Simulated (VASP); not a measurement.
Input of a VASP 6.6.1 run:

Contents of INCAR:

```
PREC     = Accurate       # precision mode
ENCUT    = 520            # plane-wave cutoff, eV
EDIFF    = 1E-6           # SCF threshold, eV
ISMEAR   = -1             # smearing method
SIGMA    = 0.05           # smearing width, eV
LREAL    = F              # projectors in reciprocal space
LASPH    = T              # aspherical terms in the spheres
NELM     = 60             # most SCF steps
ALGO     = Normal         # electronic algorithm
ISIF     = 2              # what is computed and relaxed
LWAVE    = F              # write WAVECAR
LCHARG   = F              # write CHGCAR
GGA      = PE             # functional
NBANDS   = 20             # bands
```

KPOINTS

```
Automatic mesh
0
Gamma
  17 17 9
```

The input POSCAR:

```
In
1.0
    2.5281346883      0.0000000000      0.0000000000
   -1.2640673442      2.1894288643      0.0000000000
    0.0000000000      0.0000000000      4.1938001839
In
2
Direct
    0.3333333333      0.6666666667      0.2500000000
    0.6666666667      0.3333333333      0.7500000000
```

Potentials or basis: VASP PAW PBE potentials, release 64 (In_d).

Launch:

```bash
$ cat potpaw_PBE.64/In_d/POTCAR > POTCAR
$ mpirun -np 1 vasp_std > vasp.out
```

Q: Estimate the pressure.

A: 281.3 GPa.

Q: Predict the band gap on the k mesh.

A: Zero (bands 13 and 14 overlap by 8.08 eV).

Stress tensor (GPa, compression positive):
```
281.26   0.00   0.00
  0.00 281.26   0.00
  0.00   0.00 281.42
```

Caveat: the cell stands under pressure; spin-orbit coupling is left out, which moves the levels of the heavy elements.
